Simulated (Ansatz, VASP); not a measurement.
Two plane-wave programs on LiY3

```xyz
4
Lattice="0.0000 3.8999 3.8999 3.8999 0.0000 3.8999 3.8999 3.8999 0.0000" Properties=species:S:1:pos:R:3 pbc="T T T"
Li    0.0000    0.0000    0.0000
Y     1.9499    1.9499    1.9499
Y     5.8498    5.8498    5.8498
Y     3.9899    3.8999    3.8999
```

Change from the starting cell: one atom moved.

Alike in both runs: task single point; functional PBEsol; k mesh 8 × 8 × 8; occupations gaussian, width 0.1 eV; no spin polarisation.

```csv
,VASP,Ansatz
version,VASP 6.6.1,Ansatz 0.2.0
potentials or method,"VASP PAW PBE potentials, release 64 (Li_sv, Y_sv), cutoff 520 eV","scalar-relativistic, plane waves, PAW"
valence electrons in the cell,36,36
```

```csv
,VASP,Ansatz,Ansatz less VASP
gap on the k mesh at the Fermi level (eV),none,none,-
rms of the force components (eV/Å),0.099,0.099,-0.0001
```

VASP's potentials were made for PBE, not for PBEsol. Atom by atom the forces differ by 0.000 eV/Å (rms over components). A gap of «none» marks a metal or a gap that the smearing closes. The functional is the same, so the differences come from potentials, cutoffs and numerics.

Noted on VASP's run: the cutoff is under 1.25 times that of the potentials, so the pressure is a little rough.
